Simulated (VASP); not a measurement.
## HfZr2Te6: single point with PBE

The system is HfZr2Te6.

```
CELL_PARAMETERS angstrom
3.97148 0.00000 0.00000
-1.98574 3.43940 0.00000
0.00000 0.00000 21.36062
ATOMIC_POSITIONS crystal
Zr 0.00000 0.00000 0.83460
Zr 0.00000 0.00000 0.16540
Hf 0.00000 0.00000 0.50000
Te 0.33333 0.66667 0.91892
Te 0.33333 0.66667 0.24981
Te 0.33333 0.66667 0.58311
Te 0.66667 0.33333 0.08108
Te 0.66667 0.33333 0.41689
Te 0.66667 0.33333 0.75019
```

```
Program             : VASP 6.6.1
Task                : single point
Functional          : PBE
Potentials or basis : VASP PAW PBE potentials, release 64 (Zr_sv, Hf_pv, Te)
Cutoff              : 520 eV
k mesh              : 12 × 12 × 2
Occupations         : gaussian, width 0.1 eV
Spin                : no spin polarisation
```

```
Pressure               : 0.0 GPa
Largest force          : 0.029 eV/Å
Band gap on the k mesh : zero (bands 35 and 36 overlap by 0.65 eV)
```

Forces on the atoms (eV/Å):
```
Zr   0.000  0.000  0.000
Zr   0.000  0.000  0.000
Hf   0.000  0.000  0.000
Te   0.000  0.000  0.014
Te   0.000  0.000  0.013
Te   0.000  0.000 -0.029
Te   0.000  0.000 -0.014
Te   0.000  0.000  0.029
Te   0.000  0.000 -0.013
```

Levels at points of the mesh, in eV from the Fermi level:
| k point | band 33 | band 34 | band 35 | band 36 | band 37 | band 38 |
| --- | --- | --- | --- | --- | --- | --- |
| (0.00, 0.00, 0.00) | 0.38 | 0.48 | 0.48 | 0.68 | 0.72 | 0.72 |
| (0.50, 0.00, 0.00) | -1.10 | -0.89 | -0.79 | -0.10 | -0.04 | 0.08 |
| (0.00, 0.00, 0.50) | 0.41 | 0.46 | 0.46 | 0.72 | 0.72 | 0.73 |
| (0.50, 0.00, 0.50) | -1.09 | -0.93 | -0.77 | -0.17 | 0.02 | 0.06 |

Run time: 16 min on 1 thread of Intel(R) Xeon(R) Platinum 8375C CPU @ 2.90GHz (Ice Lake) (shared host), peak memory 0.68 GiB.

Caveat: spin-orbit coupling is left out, which moves the levels of the heavy elements; this functional lacks dispersion, which binds the layers, so the pressure and a relaxed spacing across them are unreliable.
